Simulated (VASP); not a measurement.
Input of a VASP 6.6.1 run:

POSCAR

```
SiC
1.0
    3.1214865869      0.0000000000      0.0000000000
   -1.5607432935      2.6633366324      0.0000000000
    0.0000000000      0.0000000000      5.0481080951
Si C
2 2
Direct
    0.3332112295      0.6664224589     -0.0007552593
    0.6667887705      0.3335775411      0.4992447407
    0.3321751076      0.6643502152      0.3757552593
    0.6678248924      0.3356497848      0.8757552593
```

The input INCAR.step1:

```
SYSTEM = SiC
PREC = Accurate
ENCUT = 520
ISMEAR = 0
SIGMA = 0.01
LREAL = .False.
LASPH = .True.
NELM = 60
NBANDS = 16
GGA = PE
ALGO = Normal
EDIFF = 1E-4
LWAVE = .True.
LCHARG = .False.
```

INCAR.step2

```
SYSTEM = SiC
PREC = Accurate
ENCUT = 520
EDIFF = 1E-7
ISMEAR = 0
SIGMA = 0.01
LREAL = .False.
LASPH = .True.
NELM = 60
ALGO = Normal
ISIF = 2
LWAVE = .False.
LCHARG = .False.
METAGGA = R2SCAN
LMIXTAU = .True.
NBANDS = 16
ISTART = 1
```

File KPOINTS:

```
regular mesh
0
Gamma
  12 12 6
  0 0 0
```

Potentials or basis: VASP PAW PBE potentials, release 64 (Si, C).

Command:

```console
$ cat potpaw_PBE.64/Si/POTCAR potpaw_PBE.64/C/POTCAR > POTCAR
$ cp INCAR.step1 INCAR
$ mpirun -np 1 vasp_std > vasp.out
$ cp INCAR.step2 INCAR
$ mpirun -np 1 vasp_std > vasp.out
```

Predict the band gap on the k mesh.

2.67 eV, indirect (least direct gap 4.31 eV).

Estimate the pressure.

-3.5 GPa.

What does it give for the largest force?

0.004 eV/Å.

Forces in eV/Å, atoms in the order of the input:
```
Si   0.000  0.003  0.001
Si   0.000 -0.003  0.001
C    0.000  0.000 -0.001
C    0.000  0.000 -0.001
```

Caveat: the cell differs from its parent crystal (uniaxial x strain +1.5%); the PAW data sets were made with another functional, which shifts forces and pressure a little. A k mesh can miss the band edges.
